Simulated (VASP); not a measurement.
Input of a VASP 6.6.1 run:

File INCAR:

```
PREC = Accurate ; ENCUT = 520
EDIFF = 1E-6 ; ISMEAR = 0
SIGMA = 0.15 ; LREAL = False
LASPH = True ; NELM = 100
ALGO = Normal ; ISIF = 2
LWAVE = False ; LCHARG = False
GGA = PS ; NBANDS = 18
```

Contents of KPOINTS:

```
Automatic mesh
0
Gamma
  14 14 14
```

The input POSCAR:

```
BiTe
1.0
    0.0242625000      3.2350000000      3.2350000000
    3.2350000000      0.0242625000      3.2350000000
    3.2592625000      3.2592625000      0.0000000000
Bi Te
1 1
Direct
    0.0000000000      0.0000000000      0.0000000000
    0.5000000000      0.5000000000      0.5000000000
```

Potentials or basis: VASP PAW PBE potentials, release 64 (Bi_d, Te).

The run is started by

```console
$ cat potpaw_PBE.64/Bi_d/POTCAR potpaw_PBE.64/Te/POTCAR > POTCAR
$ mpirun -np 1 vasp_std > vasp.out
```

Task: Estimate the pressure.

Result: -1.7 GPa.

Task: Predict the band gap on the k mesh.

Result: Zero (an odd number of electrons rules out a gap without spin polarisation).

Caveat: the cell differs from its parent crystal (strain +0.0150 x Voigt [0, 0, 0, 0, 0, 1]); the PAW data sets were made with another functional, which shifts forces and pressure a little; spin-orbit coupling is left out, which moves the levels of the heavy elements.
